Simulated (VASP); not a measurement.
Set up this calculation in VASP 6.6.1, as the native input.

```yaml
Task: single point
Functional: PBE
Potentials_or_basis: VASP PAW PBE potentials, release 64 (Al, O)
Cutoff: 520 eV
k_mesh: 6 × 6 × 6
Occupations: gaussian, width 0.1 eV
Spin: no spin polarisation
Dipole_correction: no
Further_INCAR_settings: ALGO = Normal; EDIFF = 1e-06; NBANDS = 35
```

The structure of Al2O3 lies in POSCAR:

```
Al2O3
1.0
    2.3785015489      1.3732285095      4.3292300000
   -2.3785015489      1.3732285095      4.3292300000
    0.0000000000     -2.7464570191      4.3292300000
Al O
4 6
Direct
    0.8521800000      0.8521800000      0.8521800000
    0.6478200000      0.6478200000      0.6478200000
    0.1478200000      0.1478200000      0.1478200000
    0.3521800000      0.3521800000      0.3521800000
    0.0562500000      0.4437500000      0.7500000000
    0.7500000000      0.0562500000      0.4437500000
    0.4437500000      0.7500000000      0.0562500000
    0.9437500000      0.5562500000      0.2500000000
    0.2500000000      0.9437500000      0.5562500000
    0.5562500000      0.2500000000      0.9437500000
```

These files were run (other wordings do the same):

INCAR

```
SYSTEM = Al2O3
PREC = Accurate
ENCUT = 520
EDIFF = 1E-6
ISMEAR = 0
SIGMA = 0.1
LREAL = .FALSE.
LASPH = .TRUE.
NELM = 100
ALGO = Normal
ISIF = 2
LWAVE = .FALSE.
LCHARG = .FALSE.
GGA = PE
NBANDS = 35
```

KPOINTS

```
Automatic mesh
0
G
  6 6 6
  0 0 0
```

Potentials or basis: VASP PAW PBE potentials, release 64 (Al, O).

The run is started by

```sh
$ cat potpaw_PBE.64/Al/POTCAR potpaw_PBE.64/O/POTCAR > POTCAR
$ mpirun -np 1 vasp_std > vasp.out
```

It gave:

| Item | Value |
| --- | --- |
| Pressure | 7.8 GPa |
| Largest force | 0.025 eV/Å |
| Band gap on the k mesh | 6.25 eV |

Caveat: the cell stands under pressure.

Wall time 44 s on 1 thread of Intel(R) Xeon(R) 6975P-C (Granite Rapids), on a shared host, peak memory 0.26 GiB.
